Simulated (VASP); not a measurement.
HfSb3Pb2, 6 atoms in the cell. It takes space group P6/mmm (No. 191, hexagonal). The conventional cell has a = 6.085 Å, b = 6.085 Å, c = 5.802 Å, α = 90.00°, β = 90.00°, γ = 120.00°. Hf (site symmetry 6/mmm) has 6 Pb at 3.51 Å and 12 Sb at 4.20 Å within 4.6 Å. Sb (site symmetry mmm) has 4 Sb at 3.04 Å and 4 Pb at 3.39 Å within 4.0 Å. Within 4.5 Å of Pb (site symmetry -6m2) lie 6 Sb at 3.39 Å and 3 Pb at 3.51 Å and 3 Hf at 3.51 Å. The cell was built from a structure type or drawn by symmetry, and may not be a known phase.

| Item | Value |
| --- | --- |
| Program | VASP 6.6.1 |
| Task | single point |
| Functional | PBE |
| Potentials or basis | VASP PAW PBE potentials, release 64 (Hf_pv, Sb, Pb_d) |
| Cutoff | 520 eV |
| k mesh | 6 × 6 × 8 |
| Occupations | gaussian, width 0.1 eV |
| Spin | no spin polarisation |
| Dipole correction | no |
| Further INCAR settings | ALGO = Normal; EDIFF = 1e-06; NBANDS = 36 |

Potentials or basis: VASP PAW PBE potentials, release 64 (Hf_pv, Sb, Pb_d).

Launch:

```sh
$ cat potpaw_PBE.64/Hf_pv/POTCAR potpaw_PBE.64/Sb/POTCAR potpaw_PBE.64/Pb_d/POTCAR > POTCAR
$ mpirun -np 1 vasp_std > vasp.out
```

Hardware: 1 thread of Intel(R) Xeon(R) 6975P-C (Granite Rapids), on a shared host.

**Question.** Estimate the wall time of this run.

**Answer.** Wall time 2.8 min on 1 thread of Intel(R) Xeon(R) 6975P-C (Granite Rapids), with other jobs on the host, peak memory 0.45 GiB. Counts: scf iterations 16, k points 35.
